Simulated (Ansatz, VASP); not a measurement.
**FeNi: VASP beside Ansatz**

File INCAR:

```
ALGO = Normal ; EDIFF = 1E-7
EDIFFG = -0.01 ; ENCUT = 600
GGA = PS ; IBRION = 2
ISIF = 3 ; ISMEAR = -1
ISPIN = 2 ; IVDW = 12
LASPH = True ; LCHARG = False
LMAXMIX = 4 ; LORBIT = 11
LREAL = False ; LWAVE = False
MAGMOM = 3.5 -1.5 ; NELM = 150
NSW = 50 ; PREC = Accurate
SIGMA = 0.1
```

The input KPOINTS:

```
k-points
0
Gamma
  13 13 9
```

The input POSCAR:

```
FeNi
1.0
    2.5330000000      0.0000000000      0.0000000000
    0.0000000000      2.5330000000      0.0000000000
    0.0000000000      0.0000000000      3.5820000000
Fe Ni
1 1
Direct
    0.0000000000      0.0000000000      0.0000000000
    0.5000000000      0.5000000000      0.5000000000
```

Input for Ansatz:

```yaml
crystal:
  lattice:
    - [2.533, 0.0, 0.0]
    - [0.0, 2.533, 0.0]
    - [0.0, 0.0, 3.582]
  atoms:
    - { symbol: Fe, position: [0.0, 0.0, 0.0] }
    - { symbol: Ni, position: [0.5, 0.5, 0.49999999999999994] }
basis:
  ecutwfc: 530.0
kpoints:
  mp_grid:
    grid: [13, 13, 9]
hamiltonian:
  xc: pbesol
  dispersion: d3bj
magnetization:
  spin_polarized: true
  per_species:
    Fe: 3.5
    Ni: -1.5
scf:
  max_iter: 75
  occupations:
    method: fermi_dirac
    width: 0.1
relax:
  f_tol: 0.01
  max_steps: 30
  cell: {}
```

Alike in both runs: task relaxation of cell and atoms; functional PBEsol; dispersion D3(BJ); k mesh 13 × 13 × 9; occupations fermi-dirac, width 0.1 eV; collinear spin.

|  | VASP | Ansatz |
| --- | --- | --- |
| version | VASP 6.6.1 | Ansatz 0.2.0 |
| potentials or method | VASP PAW PBE potentials, release 64 (Fe, Ni), cutoff 600 eV | plane waves, PAW |
| valence electrons in the cell | 18 | 34 |

Ansatz gave:

* net moment per atom (μB): 1.54
* size of the moment on the site where the two differ most (μB): 0.68
* relaxed volume (Å³/atom): 10.47
* relaxed length of the cell vector where the two differ most in proportion (Å): 2.444

Question: Which values does VASP return?

Answer: net moment per atom (μB): 1.54; size of the moment on the site where the two differ most (μB): 0.60; relaxed volume (Å³/atom): 10.46; relaxed length of the cell vector where the two differ most in proportion (Å): 2.443.

VASP's potentials were made for PBE, not for PBEsol. Site moments also hang on the region over which each program counts them. VASP's potentials hold 18 valence electrons a cell and Ansatz's 34, so a difference there can come from the potentials and not from the codes. Ansatz's warnings: seeded moment not kept.
